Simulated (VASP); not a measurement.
# Ca4Pt3 (Pm-3m) in VASP: single point with PBE

Aim: the single point of Ca4Pt3 with PBE.

Program: VASP 6.6.1. These are calculated values, not measurements. Logs are shortened: lines on timing, memory, paths and dates and some standing lists are left out, and cuts for length are marked.

## Step 1: The cell of the first run

Symmetry: Pm-3m, No. 221, cubic system. Conventional cell: a = 5.803 Å, b = 5.803 Å, c = 5.803 Å, α = 90.00°, β = 90.00°, γ = 90.00°. Within 3.8 Å of Ca (site symmetry m-3m) lie 6 Pt at 2.90 Å. Within 3.8 Å of Ca (site symmetry 4/mmm) lie 4 Pt at 2.90 Å. Pt (site symmetry 4/mmm) has 6 Ca at 2.90 Å within 3.8 Å.

## Step 2: Single point, PBE

INCAR

```
SYSTEM = Ca4Pt3
PREC = Accurate ; ENCUT = 520
EDIFF = 1E-6 ; ISMEAR = 0
SIGMA = 0.1 ; LREAL = .FALSE.
LASPH = .TRUE. ; NELM = 100
ALGO = Fast ; ISIF = 2
LWAVE = .FALSE. ; LCHARG = .TRUE.
GGA = PE ; LELF = .TRUE.
LVHAR = .TRUE. ; NBANDS = 44
```

KPOINTS

```
regular mesh
0
G
  8 8 8
  0 0 0
```

POSCAR

```
Ca4Pt3
1.0
    5.8032112065      0.0000000000      0.0000000000
    0.0000000000      5.8032112065      0.0000000000
    0.0000000000      0.0000000000      5.8032112065
Ca Pt
4 3
Direct
    0.5000000000      0.5000000000      0.5000000000
    0.5000000000      0.0000000000      0.0000000000
    0.0000000000      0.5000000000      0.0000000000
    0.0000000000      0.0000000000      0.5000000000
    0.5000000000      0.5000000000      0.0000000000
    0.0000000000      0.5000000000      0.5000000000
    0.5000000000      0.0000000000      0.5000000000
```

Potentials or basis: VASP PAW PBE potentials, release 64 (Ca_sv, Pt).

Command:

```sh
$ cat potpaw_PBE.64/Ca_sv/POTCAR potpaw_PBE.64/Pt/POTCAR > POTCAR
$ mpirun -np 1 vasp_std > vasp.out
```

OUTCAR:

```text
SYSTEM = Ca4Pt3
   PREC = Accurate
   ENCUT = 520
   EDIFF = 1E-6
   ISMEAR = 0
   LREAL = .FALSE.
   LASPH = .TRUE.
   NELM = 100
   ISIF = 2
   GGA = PE

 ion  position               nearest neighbor table
   1  0.500  0.500  0.500-   5 2.90   6 2.90   7 2.90   5 2.90   7 2.90   6 2.90
   2  0.500  0.000  0.000-   5 2.90   7 2.90   7 2.90   5 2.90
   3  0.000  0.500  0.000-   5 2.90   6 2.90   6 2.90   5 2.90
   4  0.000  0.000  0.500-   6 2.90   7 2.90   6 2.90   7 2.90
   5  0.500  0.500  0.000-   1 2.90   2 2.90   3 2.90   1 2.90   2 2.90   3 2.90
   6  0.000  0.500  0.500-   1 2.90   3 2.90   4 2.90   3 2.90   4 2.90   1 2.90
   7  0.500  0.000  0.500-   1 2.90   2 2.90   4 2.90   2 2.90   1 2.90   4 2.90

  LATTYP: Found a simple cubic cell.
 ALAT       =     5.8032112065

  Lattice vectors:

 A1 = (   5.8032112065,   0.0000000000,   0.0000000000)
 A2 = (   0.0000000000,   5.8032112065,   0.0000000000)
 A3 = (   0.0000000000,   0.0000000000,   5.8032112065)

Analysis of symmetry for initial positions (statically):
=====================================================================
 Subroutine PRICEL returns:
 Original cell was already a primitive cell.

 Routine SETGRP: Setting up the symmetry group for a
 simple cubic supercell.

 Subroutine GETGRP returns: Found 48 space group operations
 (whereof 48 operations were pure point group operations)
 out of a pool of 48 trial point group operations.

The static configuration has the point symmetry O_h .

Analysis of symmetry for dynamics (positions and initial velocities):
=====================================================================
 Subroutine PRICEL returns:
 Original cell was already a primitive cell.

 Routine SETGRP: Setting up the symmetry group for a
 simple cubic supercell.

 Subroutine GETGRP returns: Found 48 space group operations
 (whereof 48 operations were pure point group operations)
 out of a pool of 48 trial point group operations.

The dynamic configuration has the point symmetry O_h .

 Subroutine INISYM returns: Found 48 space group operations
 (whereof 48 operations are pure point group operations),
 and found     1 'primitive' translations

----------------------------------------------------------------------------------------

                                     Primitive cell

[... 103 lines left out ...]
   NSW    =      0    number of steps for IOM
   IBRION =     -1    ionic relax: 0-MD 1-quasi-New 2-CG
   NFREE  =      0    steps in history (QN), initial steepest desc. (CG)
   ISIF   =      2    stress and relaxation
   ISYM   =      2    0-nonsym 1-usesym 2-fastsym
   POTIM  = 0.5000    time-step for ionic-motion
   TEBEG  =    0.0;   TEEND  =   0.0 temperature during run
   PSTRESS=    0.0 pullay stress
   NELECT =      70.0000    total number of electrons
   NUPDOWN=      -1.0000    fix difference up-down
   EMIN   =  10.00;   EMAX   =-10.00  energy-range for DOS
   EFERMI =   0.00;   METHOD = LEGACY
   ISMEAR =     0;   SIGMA  =   0.10  broadening in eV -4-tet -1-fermi 0-gaus
   EFERMI_NEDOS =   21; number of points for ismear=-14 and -15
   IALGO  =     68    algorithm
   IMIX   =      4    mixing-type and parameters
     AMIX     =   0.40;   BMIX     =  1.00
     AMIX_MAG =   1.60;   BMIX_MAG =  1.00
  volume/ion in A,a.u.               =      27.92       188.41
  Fermi-wavevector in a.u.,A,eV,Ry     =   1.162624  2.197040 18.390908  1.351694
  Thomas-Fermi vector in A             =   2.299183
   LORBIT       =      0    0 simple, 1 ext, 2 COOP (PROOUT), +10 PAW based schemes
   GGA     = PE    functional components
   LHFCALC =     F    Hartree Fock is set to
   AEXX    =    0.0000 exact exchange contribution
   IVDW    =     0    specifies the selected vdW correction
   LEPSILON=     F    determine dielectric tensor
   LRPA    =     F    only Hartree local field effects (RPA)
 non-spin polarized calculation
 RMM-DIIS sequential band-by-band and
 Gauss-broadening in eV      SIGMA  =   0.10
  energy-cutoff  :      520.00
  volume of cell :      195.44
 maximum number of plane-waves:      5294
 NGX is ok and might be reduce to    48
   NGX = 21   NGY = 21   NGZ = 21

 number of electron      70.0000008 magnetization

 Free energy of the ion-electron system (eV)
  ---------------------------------------------------
  ext. energy  EPLUGINS =         0.00000000
  ---------------------------------------------------
  free energy    TOTEN  =       -30.56516814 eV

  energy without entropy =      -30.54431911  energy(sigma->0) =      -30.55474363

 E-fermi :   3.5244     XC(G=0):  -9.2538

 val. band max:        3.5186774853   @ k =   0.5000   0.2500   0.2500
 cond. band min:       3.5354605290   @ k =   0.5000   0.0000   0.0000
 fundamental gap:      0.0167830438
 Fermi energy:         3.5244454524

 k-point     1 :       0.0000    0.0000    0.0000
  band No.  band energies     occupation
      1     -37.2092      2.00000
      2     -37.2017      2.00000
      3     -37.2017      2.00000
      4     -36.3258      2.00000
      5     -18.3244      2.00000
      6     -18.3244      2.00000
[... 1117 lines left out ...]
     43       6.3798      0.00000
     44       6.7901      0.00000

 [... further k-points ...]

------------------------ aborting loop because EDIFF is reached ----------------------------------------

  FORCE on cell =-STRESS in cart. coord.  units (eV):
  Direction    XX          YY          ZZ          XY          YZ          ZX
  --------------------------------------------------------------------------------------
  -------------------------------------------------------------------------------------
  Total        0.0758551      0.0758551      0.0758551      0.0000000      0.0000000     -0.0000000
  in kB        0.6218564      0.6218564      0.6218564      0.0000000      0.0000000     -0.0000000
  external PRESSURE =       0.6218564 kB  Pullay stress =       0.0000000 kB

 VOLUME and BASIS-vectors are now :
 -----------------------------------------------------------------------------
  energy-cutoff  :      520.00
  volume of cell :      195.44
      direct lattice vectors                 reciprocal lattice vectors
     5.803211207  0.000000000  0.000000000     0.172318388  0.000000000  0.000000000
     0.000000000  5.803211207  0.000000000     0.000000000  0.172318388  0.000000000
     0.000000000  0.000000000  5.803211207     0.000000000  0.000000000  0.172318388

 POSITION                                       TOTAL-FORCE (eV/Angst)
 -----------------------------------------------------------------------------------
      2.90161      2.90161      2.90161         0.000000      0.000000      0.000000
      2.90161      0.00000      0.00000         0.000000      0.000000      0.000000
      0.00000      2.90161      0.00000         0.000000      0.000000      0.000000
      0.00000      0.00000      2.90161         0.000000      0.000000      0.000000
      2.90161      2.90161      0.00000         0.000000      0.000000      0.000000
      0.00000      2.90161      2.90161         0.000000      0.000000      0.000000
      2.90161      0.00000      2.90161         0.000000      0.000000      0.000000
 -----------------------------------------------------------------------------------
    total drift:                                0.000000      0.000000      0.000000

  FREE ENERGIE OF THE ION-ELECTRON SYSTEM (eV)
  ---------------------------------------------------
  free  energy   TOTEN  =       -30.5651681434 eV

  energy  without entropy=      -30.5443191077  energy(sigma->0) =      -30.55474363
```

It took 5.2 min on 1 thread of Intel Xeon Platinum 8488C (Sapphire Rapids), shared host; peak memory 0.47 GiB.

Results:

| Quantity | Value |
| --- | --- |
| Free energy | -30.5652 eV |
| Pressure | 0.1 GPa |
| Band gap on the k mesh | zero (bands 35 and 36 overlap by 1.05 eV) |

Caveat: spin-orbit coupling is left out, which moves the levels of the heavy elements.
